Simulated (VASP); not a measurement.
Set up this calculation in VASP 6.6.1, as the native input.

```
Task                   : single point
Functional             : PBEsol
Potentials or basis    : VASP PAW PBE potentials, release 64 (Be)
Cutoff                 : 520 eV
k mesh                 : 6 × 6 × 10
Occupations            : gaussian, width 0.1 eV
Spin                   : no spin polarisation
Dipole correction      : no
Further INCAR settings : ALGO = Normal; EDIFF = 1e-07; NBANDS = 12
```

The structure of Be lies in POSCAR:

```
Be
1.0
    3.8441770900      0.0000000000      0.0000000000
    0.0000000000      3.8441770900      0.0000000000
    0.0000000000      0.0000000000      2.3405603566
Be
4
Direct
    0.2974080000      0.2974080000      0.0000000000
    0.7025920000      0.7025920000      0.0000000000
    0.2025920000      0.7974080000      0.5000000000
    0.7974080000      0.2025920000      0.5000000000
```

One way to write it, as run:

INCAR

```
ALGO = Normal
EDIFF = 1E-7
ENCUT = 520
GGA = PS
ISIF = 2
ISMEAR = 0
LASPH = True
LCHARG = False
LREAL = False
LWAVE = False
NBANDS = 12
NELM = 80
PREC = Accurate
SIGMA = 0.1
```

KPOINTS

```
k-points
0
Gamma
  6 6 10
```

Potentials or basis: VASP PAW PBE potentials, release 64 (Be).

Command:

```sh
$ cat potpaw_PBE.64/Be/POTCAR > POTCAR
$ mpirun -np 1 vasp_std > vasp.out
```

Results of the run:

```json
{
 "Pressure": "-8.7 GPa",
 "Largest force": "0.024 eV/Å",
 "Band gap on the k mesh": "zero (band 4 reaches 7.17 eV, above the bottom of band 5 at 5.10 eV)"
}
```

Caveat: the PAW data sets were made with another functional, which shifts forces and pressure a little.

It took 9.8 s on 1 thread of Intel Xeon 6975P-C, on a shared host, peak memory 0.15 GiB.
